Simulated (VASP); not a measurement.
# TaC (Fm-3m) in VASP: single point with r2SCAN

Aim: the single point of TaC with r2SCAN.

Program: VASP 6.6.1. These are calculated values, not measurements. Logs are shortened: lines on timing, memory, paths and dates and some standing lists are left out, and cuts for length are marked.

## (1) The cell of the first run

The structure is cubic, space group Fm-3m (No. 225). The conventional cell has a = 4.446 Å, b = 4.446 Å, c = 4.446 Å, α = 90.00°, β = 90.00°, γ = 90.00°. Ta (site symmetry m-3m) has 6 C at 2.22 Å within 2.9 Å. Within 2.9 Å of C (site symmetry m-3m) lie 6 Ta at 2.22 Å.

## (2) Single point, r2SCAN

File POSCAR:

```
TaC
1.0
    0.0000000000      2.2230000000      2.2230000000
    2.2230000000      0.0000000000      2.2230000000
    2.2230000000      2.2230000000      0.0000000000
Ta C
1 1
Direct
    0.0000000000      0.0000000000      0.0000000000
    0.5000000000      0.5000000000      0.5000000000
```

File INCAR.step1:

```
  PREC = Accurate
  ENCUT = 770
  ISMEAR = -1
  SIGMA = 0.15
  LREAL = False
  LASPH = True
  NELM = 120
  NBANDS = 16
  GGA = PE
  ALGO = Normal
  EDIFF = 1E-5
  LWAVE = True
  LCHARG = False
  GGA_COMPAT = False
```

File INCAR.step2:

```
  PREC = Accurate
  ENCUT = 770
  EDIFF = 1E-6
  ISMEAR = -1
  SIGMA = 0.15
  LREAL = False
  LASPH = True
  NELM = 120
  ALGO = Normal
  ISIF = 2
  LWAVE = False
  LCHARG = False
  METAGGA = R2SCAN
  LMIXTAU = True
  NBANDS = 16
  ISTART = 1
  GGA_COMPAT = False
```

File KPOINTS:

```
Automatic mesh
0
Gamma
  9 9 9
```

Potentials or basis: VASP PAW PBE potentials, release 64 (Ta_sv_GW, C).

Run with:

```
$ cat potpaw_PBE.64/Ta_sv_GW/POTCAR potpaw_PBE.64/C/POTCAR > POTCAR
$ cp INCAR.step1 INCAR
$ mpirun -np 1 vasp_std > vasp.out
$ cp INCAR.step2 INCAR
$ mpirun -np 1 vasp_std > vasp.out
```

OUTCAR:

```text
PREC = Accurate
   ENCUT = 770
   EDIFF = 1E-6
   ISMEAR = -1
   LREAL = False
   LASPH = True
   NELM = 120
   ISIF = 2
   METAGGA = R2SCAN
   ISTART = 1

 ion  position               nearest neighbor table
   1  0.000  0.000  0.000-   2 2.22   2 2.22   2 2.22   2 2.22   2 2.22   2 2.22
   2  0.500  0.500  0.500-   1 2.22   1 2.22   1 2.22   1 2.22   1 2.22   1 2.22

  LATTYP: Found a face centered cubic cell.
 ALAT       =     4.4460000000

  Lattice vectors:

 A1 = (   0.0000000000,   2.2230000000,   2.2230000000)
 A2 = (   2.2230000000,   0.0000000000,   2.2230000000)
 A3 = (   2.2230000000,   2.2230000000,   0.0000000000)

Analysis of symmetry for initial positions (statically):
=====================================================================
 Subroutine PRICEL returns:
 Original cell was already a primitive cell.

 Routine SETGRP: Setting up the symmetry group for a
 face centered cubic supercell.

 Subroutine GETGRP returns: Found 48 space group operations
 (whereof 48 operations were pure point group operations)
 out of a pool of 48 trial point group operations.

The static configuration has the point symmetry O_h .

Analysis of symmetry for dynamics (positions and initial velocities):
=====================================================================
 Subroutine PRICEL returns:
 Original cell was already a primitive cell.

 Routine SETGRP: Setting up the symmetry group for a
 face centered cubic supercell.

 Subroutine GETGRP returns: Found 48 space group operations
 (whereof 48 operations were pure point group operations)
 out of a pool of 48 trial point group operations.

The dynamic configuration has the point symmetry O_h .

 Subroutine INISYM returns: Found 48 space group operations
 (whereof 48 operations are pure point group operations),
 and found     1 'primitive' translations

----------------------------------------------------------------------------------------

                                     Primitive cell

  volume of cell :      21.9709

  direct lattice vectors                    reciprocal lattice vectors
     0.000000000  2.223000000  2.223000000    -0.224921278  0.224921278  0.224921278
[... 73 lines left out ...]
   ions per type =               1   1
   NGX,Y,Z   is equivalent  to a cutoff of  14.81, 14.81, 14.81 a.u.
   NGXF,Y,Z  is equivalent  to a cutoff of  29.61, 29.61, 29.61 a.u.
 SYSTEM =  unknown system
   PREC   = accura    normal or accurate (medium, high low for compatibility)
   ISTART =      1    job   : 0-new  1-cont  2-samecut
   ICHARG =      0    charge: 1-file 2-atom 10-const
   ISPIN  =      1    spin polarized calculation?
   LNONCOLLINEAR =      F non collinear calculations
   LSORBIT =      F    spin-orbit coupling
   LASPH  =      T    aspherical Exc in radial PAW
   ENCUT  =  770.0 eV  56.59 Ry    7.52 a.u.   7.11  7.11  7.11*2*pi/ulx,y,z
   NELM   =    120;   NELMIN=  2; NELMDL=  0     # of ELM steps
   EDIFF  = 0.1E-05   stopping-criterion for ELM
   LREAL  =      F    real-space projection
   EDIFFG = 0.1E-04   stopping-criterion for IOM
   NSW    =      0    number of steps for IOM
   IBRION =     -1    ionic relax: 0-MD 1-quasi-New 2-CG
   NFREE  =      0    steps in history (QN), initial steepest desc. (CG)
   ISIF   =      2    stress and relaxation
   ISYM   =      2    0-nonsym 1-usesym 2-fastsym
   POTIM  = 0.5000    time-step for ionic-motion
   TEBEG  =    0.0;   TEEND  =   0.0 temperature during run
   PSTRESS=    0.0 pullay stress
   NELECT =      17.0000    total number of electrons
   NUPDOWN=      -1.0000    fix difference up-down
   EMIN   =  10.00;   EMAX   =-10.00  energy-range for DOS
   EFERMI =   0.00;   METHOD = LEGACY
   ISMEAR =    -1;   SIGMA  =   0.15  broadening in eV -4-tet -1-fermi 0-gaus
   EFERMI_NEDOS =   21; number of points for ismear=-14 and -15
   IALGO  =     38    algorithm
   IMIX   =      4    mixing-type and parameters
     AMIX     =   0.40;   BMIX     =  1.00
     AMIX_MAG =   1.60;   BMIX_MAG =  1.00
  volume/ion in A,a.u.               =      10.99        74.13
  Fermi-wavevector in a.u.,A,eV,Ry     =   1.502940  2.840145 30.733234  2.258829
  Thomas-Fermi vector in A             =   2.614115
   LORBIT       =      0    0 simple, 1 ext, 2 COOP (PROOUT), +10 PAW based schemes
   METAGGA = R2SCAN    functional components
   LHFCALC =     F    Hartree Fock is set to
   AEXX    =    0.0000 exact exchange contribution
   IVDW    =     0    specifies the selected vdW correction
   LEPSILON=     F    determine dielectric tensor
   LRPA    =     F    only Hartree local field effects (RPA)
 non-spin polarized calculation
  energy-cutoff  :      770.00
  volume of cell :       21.97
 maximum number of plane-waves:      1075
   NGX = 15   NGY = 15   NGZ = 15

 number of electron      17.0000000 magnetization

 Free energy of the ion-electron system (eV)
  ---------------------------------------------------
  ext. energy  EPLUGINS =         0.00000000
  ---------------------------------------------------
  free energy    TOTEN  =       -62.43361196 eV

  energy without entropy =      -62.38271697  energy(sigma->0) =      -62.40816447

 E-fermi :  12.6018     XC(G=0): -14.5699

 val. band max:       12.4921091183   @ k =  -0.4444   0.3333   0.1111
 cond. band min:      12.6271192792   @ k =   0.4444   0.2222   0.1111
 fundamental gap:      0.1350101609
 Fermi energy:        12.6017889540

 k-point     1 :       0.0000    0.0000    0.0000
  band No.  band energies     occupation
      1     -58.3182      2.00000
      2     -23.7915      2.00000
      3     -23.7915      2.00000
      4     -23.7915      2.00000
      5      -3.1456      2.00000
      6      11.2661      1.99973
[... 433 lines left out ...]
      3     -24.0460      2.00000
      4     -24.0460      2.00000
      5      -1.0025      2.00000
      6       7.3588      2.00000
[... 8 lines left out ...]
     15      25.5984      0.00000
     16      31.2328      0.00000

 [... further k-points ...]
[... 5 lines left out ...]
  --------------------------------------------------------------------------------------
  -------------------------------------------------------------------------------------
  Total        0.5266730      0.5266730      0.5266730      0.0000000      0.0000000      0.0000000
  in kB       38.4063681     38.4063681     38.4063681      0.0000000      0.0000000      0.0000000
  external PRESSURE =      38.4063681 kB  Pullay stress =       0.0000000 kB

 VOLUME and BASIS-vectors are now :
 -----------------------------------------------------------------------------
  energy-cutoff  :      770.00
  volume of cell :       21.97
      direct lattice vectors                 reciprocal lattice vectors
     0.000000000  2.223000000  2.223000000    -0.224921278  0.224921278  0.224921278
     2.223000000  0.000000000  2.223000000     0.224921278 -0.224921278  0.224921278
     2.223000000  2.223000000  0.000000000     0.224921278  0.224921278 -0.224921278

 POSITION                                       TOTAL-FORCE (eV/Angst)
 -----------------------------------------------------------------------------------
      0.00000      0.00000      0.00000         0.000000     -0.000000     -0.000000
      2.22300      2.22300      2.22300        -0.000000      0.000000      0.000000
 -----------------------------------------------------------------------------------
    total drift:                               -0.000000      0.000000      0.000000

  FREE ENERGIE OF THE ION-ELECTRON SYSTEM (eV)
  ---------------------------------------------------
  free  energy   TOTEN  =       -62.4336119588 eV

  energy  without entropy=      -62.3827169735  energy(sigma->0) =      -62.40816447
```

OUTCAR.step1:

```text
PREC = Accurate
   ENCUT = 770
   ISMEAR = -1
   LREAL = False
   LASPH = True
[... 676 lines left out ...]
      0.00000      0.00000      0.00000         0.000000      0.000000      0.000000
      2.22300      2.22300      2.22300         0.000000      0.000000     -0.000000
 -----------------------------------------------------------------------------------
    total drift:                               -0.000000      0.000000      0.000000

  FREE ENERGIE OF THE ION-ELECTRON SYSTEM (eV)
  ---------------------------------------------------
  free  energy   TOTEN  =       -24.7373582447 eV

  energy  without entropy=      -24.6847477559  energy(sigma->0) =      -24.71105300
```

Wall time 3.1 min (1 thread of AMD EPYC 7R43 (Zen 3), shared host); peak memory 0.15 GiB.

What came out:

| Quantity | Value |
| --- | --- |
| Free energy | -62.4336 eV |
| Pressure | 3.8 GPa |
| Band gap on the k mesh | zero (an odd number of electrons rules out a gap without spin polarisation) |

Caveat: the cell stands under pressure; the PAW data sets were made with another functional, which shifts forces and pressure a little; spin-orbit coupling is left out, which moves the levels of the heavy elements.

The gap in the log of VASP goes by the Fermi energy; the results here count the filled bands.